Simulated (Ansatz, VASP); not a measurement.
## Two plane-wave programs on Cu2O

INCAR

```
SYSTEM = Cu2O
ALGO = Normal ; EDIFF = 1E-8
ENCUT = 520 ; GGA = PE
GGA_COMPAT = .False. ; ISIF = 2
ISMEAR = -1 ; LASPH = .True.
LCHARG = .False. ; LEFG = .True.
LREAL = .False. ; LWAVE = .False.
NBANDS = 37 ; NELM = 120
PREC = Accurate ; SIGMA = 0.02
```

KPOINTS

```
k-points
0
Gamma
  7 7 7
  0 0 0
```

POSCAR

```
Cu2O
1.0
    4.2600000000      0.0000000000      0.0000000000
    0.0000000000      4.2600000000      0.0000000000
    0.0000000000      0.0000000000      4.2600000000
Cu O
4 2
Direct
    0.2500000000      0.2500000000      0.2500000000
    0.2500000000      0.7500000000      0.7500000000
    0.7500000000      0.7500000000      0.2500000000
    0.7500000000      0.2500000000      0.7500000000
    0.0000000000      0.0000000000      0.0000000000
    0.5000000000      0.5000000000      0.5000000000
```

Input for Ansatz:

```yaml
crystal:
  lattice:
    - [4.26, 0.0, 0.0]
    - [0.0, 4.26, 0.0]
    - [0.0, 0.0, 4.26]
  atoms:
    - { symbol: Cu, position: [0.25, 0.25, 0.25] }
    - { symbol: Cu, position: [0.25, 0.75, 0.75] }
    - { symbol: Cu, position: [0.75, 0.75, 0.25] }
    - { symbol: Cu, position: [0.75, 0.25, 0.75] }
    - { symbol: O, position: [0.0, 0.0, 0.0] }
    - { symbol: O, position: [0.5, 0.5, 0.5] }
kpoints:
  mp_grid: { grid: [7, 7, 7] }
scf:
  occupations: { method: fermi_dirac, width: 0.02 }
hamiltonian:
  xc: pbe
  pseudopotentials: { kind: paw }
output:
  forces: true
  stress: true
  populations: true
  efg:
    quadrupole_moments_barn: { Cu: -0.22, O: -0.02558 }
    contact_densities: true
```

Alike in both runs: task electric field gradients; functional PBE; k mesh 7 × 7 × 7; occupations fermi-dirac, width 0.02 eV; no spin polarisation.

|  | VASP | Ansatz |
| --- | --- | --- |
| version | VASP 6.6.1 | Ansatz 0.2.0 |
| potentials or method | VASP PAW PBE potentials, release 64 (Cu, O) | plane-wave PAW, scalar-relativistic |
| plane-wave cutoff (eV) | 520 | 420 |
| valence electrons in the cell | 56 | 88 |

Ansatz gave:

- pressure (GPa): 3.2
- size of Vzz on the site where it differs most (V/Å²): 53.0

Problem. What did VASP give for the same quantities?

Solution. Pressure (GPa): 4.0; size of Vzz on the site where it differs most (V/Å²): 66.5.

With one functional, cell and mesh, what is left measures potentials, basis and numerics. VASP's potentials hold 56 valence electrons a cell and Ansatz's 88, so a difference there can come from the potentials and not from the codes.
